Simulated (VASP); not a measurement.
# NaF in VASP: settings compared

The runs below take NaF through single point, with PBE, r2SCAN.

All numbers are computed with VASP 6.6.1; they aren't measurements. Logs are shortened: lines on timing, memory, paths and dates and some standing lists are left out, and cuts for length are marked.

## Step 1: The cell of the first run

It takes space group I4/mmm (No. 139, tetragonal). Conventional cell: a = 3.155 Å, b = 3.155 Å, c = 4.647 Å, α = 90.00°, β = 90.00°, γ = 90.00°. Within 2.9 Å of Na (site symmetry 4/mmm) lie 6 F at 2.23 to 2.32 Å. Within 2.9 Å of F (site symmetry 4/mmm) lie 6 Na at 2.23 to 2.32 Å.

## Step 2: Single point, PBE (epitaxial xy strain -2.9%)

File INCAR:

```
PREC = Accurate ; ENCUT = 600
EDIFF = 1E-6 ; ISMEAR = -1
SIGMA = 0.02 ; LREAL = F
LASPH = T ; NELM = 120
ALGO = Normal ; ISIF = 2
LWAVE = F ; LCHARG = F
GGA = PE ; NBANDS = 14
GGA_COMPAT = F
```

File KPOINTS:

```
regular mesh
0
Gamma
  10 10 10
```

File POSCAR:

```
NaF
1.0
    0.0000000000      2.2306217686      2.3237015590
    2.2306217686      0.0000000000      2.3237015590
    2.2306217686      2.2306217686      0.0000000000
Na F
1 1
Direct
    0.0000000000      0.0000000000      0.0000000000
    0.5000000000      0.5000000000      0.5000000000
```

Potentials or basis: VASP PAW PBE potentials, release 64 (Na_pv, F).

Launch:

```console
cat potpaw_PBE.64/Na_pv/POTCAR potpaw_PBE.64/F/POTCAR > POTCAR
mpirun -np 1 vasp_std > vasp.out
```

OUTCAR:

```text
PREC = Accurate
   ENCUT = 600
   EDIFF = 1E-6
   ISMEAR = -1
   LREAL = F
   LASPH = T
   NELM = 120
   ISIF = 2
   GGA = PE

 ion  position               nearest neighbor table
   1  0.000  0.000  0.000-   2 2.23   2 2.23   2 2.23   2 2.23   2 2.32   2 2.32
   2  0.500  0.500  0.500-   1 2.23   1 2.23   1 2.23   1 2.23   1 2.32   1 2.32

  LATTYP: Found a body centered tetragonal cell.
 ALAT       =     3.1545755577
 C/A-ratio  =     1.4732261228

  Lattice vectors:

 A1 = (  -2.2306217686,   0.0000000000,   2.3237015590)
 A2 = (   2.2306217686,   0.0000000000,   2.3237015590)
 A3 = (   0.0000000000,   2.2306217686,  -2.3237015590)

Analysis of symmetry for initial positions (statically):
=====================================================================
 Subroutine PRICEL returns:
 Original cell was already a primitive cell.

 Routine SETGRP: Setting up the symmetry group for a
 body centered tetragonal supercell.

 Subroutine GETGRP returns: Found 16 space group operations
 (whereof 16 operations were pure point group operations)
 out of a pool of 16 trial point group operations.

The static configuration has the point symmetry D_4h.

Analysis of symmetry for dynamics (positions and initial velocities):
=====================================================================
 Subroutine PRICEL returns:
 Original cell was already a primitive cell.

 Routine SETGRP: Setting up the symmetry group for a
 body centered tetragonal supercell.

 Subroutine GETGRP returns: Found 16 space group operations
 (whereof 16 operations were pure point group operations)
 out of a pool of 16 trial point group operations.

The dynamic configuration has the point symmetry D_4h.

 Subroutine INISYM returns: Found 16 space group operations
 (whereof 16 operations are pure point group operations),
 and found     1 'primitive' translations

----------------------------------------------------------------------------------------

                                     Primitive cell

  volume of cell :      23.1240

  direct lattice vectors                    reciprocal lattice vectors
     0.000000000  2.230621769  2.323701559    -0.224152748  0.224152748  0.215173931
     2.230621769  0.000000000  2.323701559     0.224152748 -0.224152748  0.215173931
     2.230621769  2.230621769  0.000000000     0.224152748  0.224152748 -0.215173931

  length of vectors
     3.221065415  3.221065415  3.154575558     0.383130174  0.383130174  0.383130174

  position of ions in fractional coordinates (direct lattice)
     0.000000000  0.000000000  0.000000000
     0.500000000  0.500000000  0.500000000
[... 83 lines left out ...]
   ISIF   =      2    stress and relaxation
   ISYM   =      2    0-nonsym 1-usesym 2-fastsym
   POTIM  = 0.5000    time-step for ionic-motion
   TEBEG  =    0.0;   TEEND  =   0.0 temperature during run
   PSTRESS=    0.0 pullay stress
   NELECT =      14.0000    total number of electrons
   NUPDOWN=      -1.0000    fix difference up-down
   EMIN   =  10.00;   EMAX   =-10.00  energy-range for DOS
   EFERMI =   0.00;   METHOD = LEGACY
   ISMEAR =    -1;   SIGMA  =   0.02  broadening in eV -4-tet -1-fermi 0-gaus
   EFERMI_NEDOS =   21; number of points for ismear=-14 and -15
   IALGO  =     38    algorithm
   IMIX   =      4    mixing-type and parameters
     AMIX     =   0.40;   BMIX     =  1.00
     AMIX_MAG =   1.60;   BMIX_MAG =  1.00
  volume/ion in A,a.u.               =      11.56        78.02
  Fermi-wavevector in a.u.,A,eV,Ry     =   1.384937  2.617152 26.096672  1.918051
  Thomas-Fermi vector in A             =   2.509395
   LORBIT       =      0    0 simple, 1 ext, 2 COOP (PROOUT), +10 PAW based schemes
   GGA     = PE    functional components
   LHFCALC =     F    Hartree Fock is set to
   AEXX    =    0.0000 exact exchange contribution
   IVDW    =     0    specifies the selected vdW correction
   LEPSILON=     F    determine dielectric tensor
   LRPA    =     F    only Hartree local field effects (RPA)
 non-spin polarized calculation
  energy-cutoff  :      600.00
  volume of cell :       23.12
 maximum number of plane-waves:       791
 NGX is ok and might be reduce to    28
   NGX = 13   NGY = 13   NGZ = 13

 number of electron      14.0000002 magnetization

 Free energy of the ion-electron system (eV)
  ---------------------------------------------------
  ext. energy  EPLUGINS =         0.00000000
  ---------------------------------------------------
  free energy    TOTEN  =        -8.50428811 eV

  energy without entropy =       -8.50428811  energy(sigma->0) =       -8.50428811

 E-fermi :  -1.3368     XC(G=0):  -9.5070

 val. band max:       -1.7462696895   @ k =   0.0000   0.0000   0.0000
 cond. band min:       4.9603969740   @ k =   0.0000   0.0000   0.0000
 fundamental gap:      6.7066666635
 Fermi energy:        -1.3368384536

 k-point     1 :       0.0000    0.0000    0.0000
  band No.  band energies     occupation
      1     -21.0566      2.00000
      2     -20.4869      2.00000
      3     -20.4729      2.00000
      4     -20.4729      2.00000
      5      -1.7563      2.00000
      6      -1.7463      2.00000
      7      -1.7463      2.00000
      8       4.9604      0.00000
      9      17.5651      0.00000
     10      17.8720      0.00000
     11      17.8720      0.00000
     12      20.7917      0.00000
     13      22.4411      0.00000
     14      23.6589      0.00000
[... 377 lines left out ...]
      1     -21.1823      2.00000
      2     -20.5421      2.00000
      3     -20.5172      2.00000
      4     -20.2213      2.00000
      5      -3.0498      2.00000
      6      -2.1383      2.00000
      7      -2.0655      2.00000
      8       9.2810      0.00000
      9      12.6531      0.00000
     10      15.4152      0.00000
     11      18.9626      0.00000
     12      19.0971      0.00000
     13      24.6610      0.00000
     14      26.2017      0.00000

 [... further k-points ...]
[... 5 lines left out ...]
  --------------------------------------------------------------------------------------
  -------------------------------------------------------------------------------------
  Total        1.2319669      1.2319669      0.5162017      0.0000000     -0.0000000      0.0000000
  in kB       85.3586263     85.3586263     35.7657870      0.0000000     -0.0000000      0.0000000
  external PRESSURE =      68.8276799 kB  Pullay stress =       0.0000000 kB

 VOLUME and BASIS-vectors are now :
 -----------------------------------------------------------------------------
  energy-cutoff  :      600.00
  volume of cell :       23.12
      direct lattice vectors                 reciprocal lattice vectors
     0.000000000  2.230621769  2.323701559    -0.224152748  0.224152748  0.215173931
     2.230621769  0.000000000  2.323701559     0.224152748 -0.224152748  0.215173931
     2.230621769  2.230621769  0.000000000     0.224152748  0.224152748 -0.215173931

 POSITION                                       TOTAL-FORCE (eV/Angst)
 -----------------------------------------------------------------------------------
      0.00000      0.00000      0.00000         0.000000      0.000000      0.000000
      2.23062      2.23062      2.32370        -0.000000     -0.000000      0.000000
 -----------------------------------------------------------------------------------
    total drift:                                0.000000      0.000000      0.000000

  FREE ENERGIE OF THE ION-ELECTRON SYSTEM (eV)
  ---------------------------------------------------
  free  energy   TOTEN  =        -8.5042881097 eV

  energy  without entropy=       -8.5042881097  energy(sigma->0) =       -8.50428811
```

OSZICAR:

```text
N       E                     dE             d eps       ncg     rms          rms(c)
DAV:   1     0.116434746136E+03    0.11643E+03   -0.83596E+03  2908   0.137E+03
DAV:   2    -0.341223393203E+01   -0.11985E+03   -0.11048E+03  3144   0.372E+02
DAV:   3    -0.934781699114E+01   -0.59356E+01   -0.59231E+01  3582   0.729E+01
DAV:   4    -0.939560501704E+01   -0.47788E-01   -0.47786E-01  3186   0.698E+00
DAV:   5    -0.939605498538E+01   -0.44997E-03   -0.44997E-03  3630   0.681E-01    0.545E+00
DAV:   6    -0.851184317171E+01    0.88421E+00   -0.29598E+00  3538   0.155E+01    0.177E+00
DAV:   7    -0.850270718006E+01    0.91360E-02   -0.31680E-02  2970   0.211E+00    0.105E+00
DAV:   8    -0.850379867857E+01   -0.10915E-02   -0.26629E-02  3024   0.307E+00    0.146E-01
DAV:   9    -0.850432624020E+01   -0.52756E-03   -0.37672E-03  4048   0.606E-01    0.102E-01
DAV:  10    -0.850428968733E+01    0.36553E-04   -0.60964E-04  3018   0.313E-01    0.161E-02
DAV:  11    -0.850428801321E+01    0.16741E-05   -0.20976E-05  3504   0.494E-02    0.261E-03
DAV:  12    -0.850428810970E+01   -0.96486E-07   -0.95944E-07  3126   0.109E-02
   1 F= -.85042881E+01 E0= -.85042881E+01  d E =-.901203E-11
```

Wall time 64 s (1 thread of Intel Xeon 8259CL, shared host); peak memory 0.17 GiB.

Results:

```yaml
Free_energy: -8.5043 eV
Pressure: 6.9 GPa
Band_gap_on_the_k_mesh: 6.71 eV
```

Caveat: the cell differs from its parent crystal (epitaxial xy strain -2.9%); the cell stands under pressure. A k mesh can miss the band edges.

## Step 3: Single point, r2SCAN (epitaxial xy strain -2.9%)

POSCAR is that of step 2.

File INCAR.step1:

```
PREC = Accurate
ENCUT = 660
ISMEAR = 0
SIGMA = 0.01
LREAL = False
LASPH = True
NELM = 120
NBANDS = 14
GGA = PE
ALGO = Normal
EDIFF = 1E-5
LWAVE = True
LCHARG = False
GGA_COMPAT = False
```

File INCAR.step2:

```
PREC = Accurate
ENCUT = 660
EDIFF = 1E-6
ISMEAR = 0
SIGMA = 0.01
LREAL = False
LASPH = True
NELM = 120
ALGO = Normal
ISIF = 2
LWAVE = False
LCHARG = False
METAGGA = R2SCAN
LMIXTAU = True
NBANDS = 14
ISTART = 1
GGA_COMPAT = False
```

File KPOINTS:

```
Automatic mesh
0
Gamma
  10 10 10
```

Potentials or basis: VASP PAW PBE potentials, release 64 (Na_pv, F).

Launch:

```console
cat potpaw_PBE.64/Na_pv/POTCAR potpaw_PBE.64/F/POTCAR > POTCAR
cp INCAR.step1 INCAR
mpirun -np 1 vasp_std > vasp.out
cp INCAR.step2 INCAR
mpirun -np 1 vasp_std > vasp.out
```

Run time: 4.2 min. Hardware: 1 thread of Intel Xeon 8259CL, shared host; peak memory 0.18 GiB.

It converged, with:

| Quantity | Value |
| --- | --- |
| Free energy | -12.5933 eV |
| Pressure | 2.3 GPa |
| Band gap on the k mesh | 7.60 eV |

Stress tensor (GPa, compression positive):
```
 3.84  0.00  0.00
 0.00  3.84  0.00
 0.00  0.00 -0.81
```

Levels at points of the mesh, in eV from the valence-band top:
```tsv
k point	band 4	band 5	band 6	band 7	band 8	band 9	band 10	band 11
(0.00, 0.00, 0.00)	-19.27	-0.01	0.00	0.00	7.60	20.13	20.43	20.43
(0.50, 0.00, 0.00)	-18.72	-1.72	-0.33	-0.29	12.11	14.06	21.86	22.66
(0.50, 0.50, 0.00)	-19.33	-1.43	-0.39	-0.39	14.33	14.47	15.55	22.45
(0.50, 0.00, 0.50)	-19.34	-1.35	-0.49	-0.44	14.05	14.91	15.64	21.73
```

Caveat: the cell differs from its parent crystal (epitaxial xy strain -2.9%); the PAW data sets were made with another functional, which shifts forces and pressure a little.

[end of part 1 of 2]
